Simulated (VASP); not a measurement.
## AlP: single point with LDA

The system is AlP.

```xyz
2
Lattice="0.0000 2.7169 2.7033 2.7169 0.0000 2.7033 2.7169 2.7169 0.0000" Properties=species:S:1:pos:R:3 pbc="T T T"
Al    0.0000    0.0000    0.0000
P     4.0754    4.0754    4.0550
```

This cell differs from its parent crystal: z stretched by -0.5 %, x and y held.

```yaml
Program: VASP 6.6.1
Task: single point
Functional: LDA
Potentials_or_basis: VASP PAW LDA potentials, release 64 (Al, P)
Cutoff: 500 eV
k_mesh: 8 × 8 × 8
Occupations: gaussian, width 0.01 eV
Spin: no spin polarisation
```

```
Pressure               : 0.5 GPa
Band gap on the k mesh : 1.37 eV, indirect (least direct gap 3.27 eV)
```

Stress tensor (GPa, compression positive):
```
0.41 0.00 0.00
0.00 0.41 0.00
0.00 0.00 0.72
```

Levels at points of the mesh, in eV from the valence-band top:
| k point | band 1 | band 2 | band 3 | band 4 | band 5 | band 6 | band 7 | band 8 | band 9 |
| --- | --- | --- | --- | --- | --- | --- | --- | --- | --- |
| (0.00, 0.00, 0.00) | -11.63 | -0.02 | -0.02 | 0.00 | 3.27 | 4.48 | 4.49 | 4.49 | 8.77 |
| (0.50, 0.00, 0.00) | -9.89 | -5.68 | -0.82 | -0.77 | 2.72 | 4.70 | 4.74 | 8.11 | 11.52 |
| (0.50, 0.50, 0.00) | -9.18 | -5.41 | -2.20 | -2.20 | 1.37 | 2.28 | 11.03 | 11.03 | 12.06 |
| (0.50, 0.00, 0.50) | -9.20 | -5.45 | -2.16 | -2.16 | 1.40 | 2.32 | 10.99 | 11.09 | 12.01 |

It took 11 s on 1 thread of AMD EPYC 9R45 96-Core Processor (Zen 5) (shared host), peak memory 0.11 GiB.

Caveat: the cell differs from its parent crystal (z stretched by -0.5 %, x and y held). A k mesh can miss the band edges.
